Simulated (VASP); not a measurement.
# W (P6_3/mmc) in VASP: a series of runs, part 3 of 3

VASP 6.6.1. Earlier steps stand in the parts before.

## 5. Single point, PBE

INCAR

```
SYSTEM = W
ALGO     = Normal         ! electronic algorithm
EDIFF    = 1E-6           ! SCF threshold, eV
ENCUT    = 520            ! plane-wave cutoff, eV
GGA      = PE             ! functional
ISIF     = 2              ! what is computed and relaxed
ISMEAR   = -1             ! smearing method
LASPH    = .True.         ! aspherical terms in the spheres
LCHARG   = .False.        ! write CHGCAR
LREAL    = .False.        ! projectors in reciprocal space
LWAVE    = .False.        ! write WAVECAR
NBANDS   = 21             ! bands
NELM     = 100            ! most SCF steps
PREC     = Accurate       ! precision mode
SIGMA    = 0.05           ! smearing width, eV
```

KPOINTS

```
k-points
0
Gamma
  18 18 10
  0 0 0
```

POSCAR

```
W
1.0
    2.4060028903      0.0000000000      0.0000000000
   -1.2030014452      2.0836596246      0.0000000000
    0.0000000000      0.0000000000      3.8153738482
W
2
Direct
    0.3333333333      0.6666666667      0.2500000000
    0.6666666667      0.3333333333      0.7500000000
```

Potentials or basis: VASP PAW PBE potentials, release 64 (W_sv).

The run is started by

```bash
$ cat potpaw_PBE.64/W_sv/POTCAR > POTCAR
$ mpirun -np 1 vasp_std > vasp.out
```

OUTCAR:

```text
SYSTEM = W
   EDIFF = 1E-6
   ENCUT = 520
   GGA = PE
   ISIF = 2
   ISMEAR = -1
   LASPH = .True.
   LREAL = .False.
   NELM = 100
   PREC = Accurate

 ion  position               nearest neighbor table
   1  0.333  0.667  0.250-   2 2.36   2 2.36   2 2.36   2 2.36   2 2.36   2 2.36   2 3.37   2 3.37
                             2 3.37   2 3.37   2 3.37   2 3.37
   2  0.667  0.333  0.750-   1 2.36   1 2.36   1 2.36   1 2.36   1 2.36   1 2.36   1 3.37   1 3.37
                             1 3.37   1 3.37   1 3.37   1 3.37

  LATTYP: Found a hexagonal cell.
 ALAT       =     2.4060028903
 C/A-ratio  =     1.5857727618

  Lattice vectors:

 A1 = (   2.4060028903,   0.0000000000,   0.0000000000)
 A2 = (  -1.2030014452,   2.0836596246,   0.0000000000)
 A3 = (   0.0000000000,   0.0000000000,   3.8153738482)

Analysis of symmetry for initial positions (statically):
=====================================================================
 Subroutine PRICEL returns:
 Original cell was already a primitive cell.

 Routine SETGRP: Setting up the symmetry group for a
 hexagonal supercell.

 Subroutine GETGRP returns: Found 24 space group operations
 (whereof 12 operations were pure point group operations)
 out of a pool of 24 trial point group operations.

The static configuration has the point symmetry D_3d.
 The point group associated with its full space group is D_6h.

Analysis of symmetry for dynamics (positions and initial velocities):
=====================================================================
 Subroutine PRICEL returns:
 Original cell was already a primitive cell.

 Routine SETGRP: Setting up the symmetry group for a
 hexagonal supercell.

 Subroutine GETGRP returns: Found 24 space group operations
 (whereof 12 operations were pure point group operations)
 out of a pool of 24 trial point group operations.

The dynamic configuration has the point symmetry D_3d.
 The point group associated with its full space group is D_6h.

 Subroutine INISYM returns: Found 24 space group operations
 (whereof 12 operations are pure point group operations),
 and found     1 'primitive' translations

----------------------------------------------------------------------------------------

                                     Primitive cell

  volume of cell :      19.1276

  direct lattice vectors                    reciprocal lattice vectors
     2.406002890  0.000000000  0.000000000     0.415627098  0.239962417  0.000000000
    -1.203001445  2.083659625  0.000000000     0.000000000  0.479924834  0.000000000
     0.000000000  0.000000000  3.815373848     0.000000000  0.000000000  0.262097514

  length of vectors
     2.406002890  2.406002890  3.815373848     0.479924834  0.479924834  0.262097514

  position of ions in fractional coordinates (direct lattice)
     0.333333333  0.666666667  0.250000000
     0.666666667  0.333333333  0.750000000

  ion indices of the primitive-cell ions
   primitive index   ion index
                 1           1
                 2           2

----------------------------------------------------------------------------------------

 KPOINTS: k-points

Automatic generation of k-mesh.
 Grid dimensions read from file:
 generate k-points for:   18   18   10

 Generating k-lattice:

  Cartesian coordinates                     Fractional coordinates (reciprocal lattice)
     0.023090394  0.013331245  0.000000000     0.055555556  0.000000000  0.000000000
     0.000000000  0.026662491  0.000000000     0.000000000  0.055555556  0.000000000
     0.000000000  0.000000000  0.026209751     0.000000000  0.000000000  0.100000000

  Length of vectors
     0.026662491  0.026662491  0.026209751

  Shift w.r.t. Gamma in fractional coordinates (k-lattice)
     0.000000000  0.000000000  0.000000000

 Subroutine IBZKPT returns following result:
 ===========================================

 Found    222 irreducible k-points:

 Following reciprocal coordinates:
            Coordinates               Weight
  0.000000  0.000000  0.000000      1.000000
  0.055556 -0.000000  0.000000      6.000000
  0.111111 -0.000000  0.000000      6.000000
  0.166667 -0.000000  0.000000      6.000000
  0.222222  0.000000  0.000000      6.000000
  0.277778 -0.000000  0.000000      6.000000
[... 16 lines left out ...]
  0.333333  0.111111  0.000000     12.000000
  0.388889  0.111111  0.000000     12.000000
 [... further k-points ...]
   k-points           NKPTS =    222   k-points in BZ     NKDIM =    222   number of bands    NBANDS=     21
   number of dos      NEDOS =    301   number of ions     NIONS =      2
   total plane-waves  NPLWV =   9072
   dimension x,y,z NGX =    18 NGY =   18 NGZ =   28
   dimension x,y,z NGXF=    36 NGYF=   36 NGZF=   56
   ions per type =               2
   NGX,Y,Z   is equivalent  to a cutoff of  12.44, 12.44, 12.20 a.u.
   NGXF,Y,Z  is equivalent  to a cutoff of  24.87, 24.87, 24.40 a.u.
 SYSTEM =  W
   PREC   = accura    normal or accurate (medium, high low for compatibility)
   ISTART =      0    job   : 0-new  1-cont  2-samecut
   ICHARG =      2    charge: 1-file 2-atom 10-const
   ISPIN  =      1    spin polarized calculation?
   LNONCOLLINEAR =      F non collinear calculations
   LSORBIT =      F    spin-orbit coupling
   LASPH  =      T    aspherical Exc in radial PAW
   ENCUT  =  520.0 eV  38.22 Ry    6.18 a.u.   4.47  4.47  7.09*2*pi/ulx,y,z
   NELM   =    100;   NELMIN=  2; NELMDL= -5     # of ELM steps
   EDIFF  = 0.1E-05   stopping-criterion for ELM
   LREAL  =      F    real-space projection
   EDIFFG = 0.1E-04   stopping-criterion for IOM
   NSW    =      0    number of steps for IOM
   IBRION =     -1    ionic relax: 0-MD 1-quasi-New 2-CG
   NFREE  =      0    steps in history (QN), initial steepest desc. (CG)
   ISIF   =      2    stress and relaxation
   ISYM   =      2    0-nonsym 1-usesym 2-fastsym
   POTIM  = 0.5000    time-step for ionic-motion
   TEBEG  =    0.0;   TEEND  =   0.0 temperature during run
   PSTRESS=    0.0 pullay stress
   NELECT =      28.0000    total number of electrons
   NUPDOWN=      -1.0000    fix difference up-down
   EMIN   =  10.00;   EMAX   =-10.00  energy-range for DOS
   EFERMI =   0.00;   METHOD = LEGACY
   ISMEAR =    -1;   SIGMA  =   0.05  broadening in eV -4-tet -1-fermi 0-gaus
   EFERMI_NEDOS =   21; number of points for ismear=-14 and -15
   IALGO  =     38    algorithm
   IMIX   =      4    mixing-type and parameters
     AMIX     =   0.40;   BMIX     =  1.00
     AMIX_MAG =   1.60;   BMIX_MAG =  1.00
  volume/ion in A,a.u.               =       9.56        64.54
  Fermi-wavevector in a.u.,A,eV,Ry     =   1.858835  3.512689 47.011768  3.455267
  Thomas-Fermi vector in A             =   2.907196
   LORBIT       =      0    0 simple, 1 ext, 2 COOP (PROOUT), +10 PAW based schemes
   GGA     = PE    functional components
   LHFCALC =     F    Hartree Fock is set to
   AEXX    =    0.0000 exact exchange contribution
   IVDW    =     0    specifies the selected vdW correction
   LEPSILON=     F    determine dielectric tensor
   LRPA    =     F    only Hartree local field effects (RPA)
 non-spin polarized calculation
  energy-cutoff  :      520.00
  volume of cell :       19.13
 maximum number of plane-waves:       537
 NGX is ok and might be reduce to    18
   NGX =  9   NGY =  9   NGZ = 15

 number of electron      28.0000004 magnetization

 Free energy of the ion-electron system (eV)
  ---------------------------------------------------
  ext. energy  EPLUGINS =         0.00000000
  ---------------------------------------------------
  free energy    TOTEN  =       -12.59686920 eV

  energy without entropy =      -12.58612316  energy(sigma->0) =      -12.59149618

 E-fermi :  20.0082     XC(G=0): -16.7293

 val. band max:       19.9941057620   @ k =   0.0556   0.0556   0.0000
 cond. band min:      20.0124703176   @ k =   0.3889   0.2222   0.2000
 fundamental gap:      0.0183645555
 Fermi energy:        20.0082078685

 k-point     1 :       0.0000    0.0000    0.0000
  band No.  band energies     occupation
      1     -54.1867      2.00000
      2     -53.0946      2.00000
      3     -21.5408      2.00000
      4     -16.5955      2.00000
      5     -16.5955      2.00000
      6     -15.7679      2.00000
[... 550 lines left out ...]
      5     -19.1174      2.00000
      6     -18.1548      2.00000
[... 13 lines left out ...]
     20      34.8483      0.00000
     21      36.1752      0.00000

 [... further k-points ...]

------------------------ aborting loop because EDIFF is reached ----------------------------------------

  FORCE on cell =-STRESS in cart. coord.  units (eV):
  Direction    XX          YY          ZZ          XY          YZ          ZX
  --------------------------------------------------------------------------------------
  -------------------------------------------------------------------------------------
  Total       53.1804799     53.1804799     53.4094936     -0.0000000      0.0000000      0.0000000
  in kB     4454.5395047   4454.5395048   4473.7223045     -0.0000001      0.0000000      0.0000000
  external PRESSURE =    4460.9337713 kB  Pullay stress =       0.0000000 kB

 VOLUME and BASIS-vectors are now :
 -----------------------------------------------------------------------------
  energy-cutoff  :      520.00
  volume of cell :       19.13
      direct lattice vectors                 reciprocal lattice vectors
     2.406002890  0.000000000  0.000000000     0.415627098  0.239962417  0.000000000
    -1.203001445  2.083659625  0.000000000     0.000000000  0.479924834  0.000000000
     0.000000000  0.000000000  3.815373848     0.000000000  0.000000000  0.262097514

 POSITION                                       TOTAL-FORCE (eV/Angst)
 -----------------------------------------------------------------------------------
     -0.00000      1.38911      0.95384        -0.000000      0.000000      0.000000
      1.20300      0.69455      2.86153         0.000000     -0.000000      0.000000
 -----------------------------------------------------------------------------------
    total drift:                                0.000000     -0.000000      0.000000

  FREE ENERGIE OF THE ION-ELECTRON SYSTEM (eV)
  ---------------------------------------------------
  free  energy   TOTEN  =       -12.5968691984 eV

  energy  without entropy=      -12.5861231607  energy(sigma->0) =      -12.59149618
```

Wall time 99 s (1 thread of Intel Xeon 8259CL, shared host); peak memory 0.18 GiB.

Results:

```yaml
Free_energy: -12.5969 eV
Pressure: 446.1 GPa
Band_gap_on_the_k_mesh: zero (bands 14 and 15 overlap by 5.04 eV)
```

Levels at points of the mesh, in eV from the Fermi level:
```csv
k point,band 12,band 13,band 14,band 15,band 16,band 17
"(0.00, 0.00, 0.00)",-2.44,-1.83,-0.53,-0.53,0.91,0.91
"(0.50, 0.00, 0.00)",-3.25,-0.21,0.57,0.92,8.87,10.19
"(0.00, 0.00, 0.50)",-2.69,-2.69,-2.69,-1.86,-1.86,6.19
"(0.50, 0.00, 0.50)",-6.74,1.48,1.48,4.36,4.36,9.61
```

Caveat: the cell stands under pressure; spin-orbit coupling is left out, which moves the levels of the heavy elements.

## 6. Single point, PBE

INCAR

```
PREC = Accurate
ENCUT = 520
EDIFF = 1E-7
ISMEAR = -1
SIGMA = 0.05
LREAL = F
LASPH = T
NELM = 80
ALGO = Normal
ISIF = 2
LWAVE = F
LCHARG = F
GGA = PE
NBANDS = 21
```

KPOINTS

```
Automatic mesh
0
Gamma
  18 18 10
```

POSCAR

```
W
1.0
    2.4045226664      0.0000000000      0.0000000000
   -1.2022613332      2.0823777131      0.0000000000
    0.0000000000      0.0000000000      3.8129229191
W
2
Direct
    0.3333333333      0.6666666667      0.2500000000
    0.6666666667      0.3333333333      0.7500000000
```

Potentials or basis: VASP PAW PBE potentials, release 64 (W_sv).

The run is started by

```bash
$ cat potpaw_PBE.64/W_sv/POTCAR > POTCAR
$ mpirun -np 1 vasp_std > vasp.out
```

Run time: 1.7 min. Hardware: 1 thread of Intel Xeon 8259CL, shared host; peak memory 0.18 GiB.

It converged, with:

```
Free energy            : -12.4968 eV
Pressure               : 449.4 GPa
Band gap on the k mesh : zero (bands 14 and 15 overlap by 5.05 eV)
```

Stress tensor (GPa, compression positive):
```
448.75   0.00   0.00
  0.00 448.75   0.00
  0.00   0.00 450.69
```

Levels at points of the mesh, in eV from the Fermi level:
```
           k point  band 11  band 12  band 13  band 14  band 15  band 16  band 17  band 18
(0.00, 0.00, 0.00)    -2.46    -2.46    -1.84    -0.53    -0.53     0.91     0.91     4.75
(0.50, 0.00, 0.00)    -7.76    -3.26    -0.21     0.58     0.92     8.88    10.21    10.44
(0.00, 0.00, 0.50)    -2.70    -2.70    -2.70    -2.70    -1.86    -1.86     6.19     6.19
(0.50, 0.00, 0.50)    -6.76    -6.76     1.48     1.48     4.38     4.38     9.63     9.63
```

Caveat: the cell stands under pressure; spin-orbit coupling is left out, which moves the levels of the heavy elements.

## 7. The runs side by side

| task | cell | cutoff (eV) | gap on the mesh (eV) | pressure (GPa) |
| --- | --- | --- | --- | --- |
| single point | a = 2.405, b = 2.405, c = 3.813 Å, angles 90.0, 90.0, 120.0°, 2 atoms | 520 | none | 449.4 |
| relaxation of cell and atoms | relaxed to 430 GPa from a = 2.406, b = 2.406, c = 3.815 Å, angles 90.0, 90.0, 120.0°, 2 atoms | 600 | none | 430.0 |
| relaxation of cell and atoms | relaxed to 430 GPa from a = 2.390, b = 2.390, c = 3.872 Å, angles 90.0, 90.0, 120.0°, 2 atoms | 600 | none | 430.0 |
| single point | a = 2.406, b = 2.406, c = 3.815 Å, angles 90.0, 90.0, 120.0°, 2 atoms | 520 | none | 446.1 |

Alike in all rows: level PBE; potentials or basis VASP PAW PBE potentials, release 64 (W_sv); no spin polarisation; k mesh 18 × 18 × 10; smearing fermi-dirac 0.05 eV.

Caveats: spin-orbit coupling is left out, which moves the levels of the heavy elements; the cell stands under pressure (at least some runs); the cell is relaxed towards a set pressure, so the run minimises the enthalpy, not the energy (at least some runs).

Total energies depend on the potentials used, so only differences within one code and one set of settings carry meaning.
